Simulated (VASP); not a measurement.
Set up this calculation in VASP 6.6.1, as the native input.

* Task: relaxation of shape and atoms at fixed volume
* Functional: PBE
* Potentials or basis: VASP PAW PBE potentials, release 64 (Re)
* Cutoff: 600 eV
* k mesh: 18 × 18 × 10
* Occupations: gaussian, width 0.1 eV
* Spin: no spin polarisation
* Dipole correction: no
* Further INCAR settings: ALGO = Fast; EDIFF = 1e-06; IBRION = 2; EDIFFG = -0.01; NSW = 50; ISIF = 4

The structure of Re lies in POSCAR:

```
Re
1.0
    2.8293104398      0.0000000000      0.0000000000
   -1.4146552199      2.4502547160      0.0000000000
    0.0000000000      0.0000000000      4.5720743698
Re
2
Direct
    0.3333333333      0.6666666667      0.2500000000
    0.6666666667      0.3333333333      0.7500000000
```

These files were run (other wordings do the same):

INCAR

```
PREC = Accurate
ENCUT = 600
EDIFF = 1E-6
ISMEAR = 0
SIGMA = 0.1
LREAL = F
LASPH = T
NELM = 100
ALGO = Fast
ISIF = 4
LWAVE = F
LCHARG = F
GGA = PE
IBRION = 2
NSW = 50
EDIFFG = -0.01
```

KPOINTS

```
regular mesh
0
Gamma
  18 18 10
```

Potentials or basis: VASP PAW PBE potentials, release 64 (Re).

The run is started by

```sh
$ cat potpaw_PBE.64/Re/POTCAR > POTCAR
$ mpirun -np 1 vasp_std > vasp.out
```

It gave:

* Energy gained by relaxing: 0.0 meV/atom
* Ionic steps: 3
* Pressure after relaxing: -19.3 GPa
* Band gap on the k mesh: zero (bands 7 and 8 overlap by 2.79 eV)

Caveat: spin-orbit coupling is left out, which moves the levels of the heavy elements.

It took 110 s on 1 thread of Intel(R) Xeon(R) Platinum 8259CL CPU @ 2.50GHz (Skylake/Cascade Lake), with other jobs on the host, peak memory 0.24 GiB.
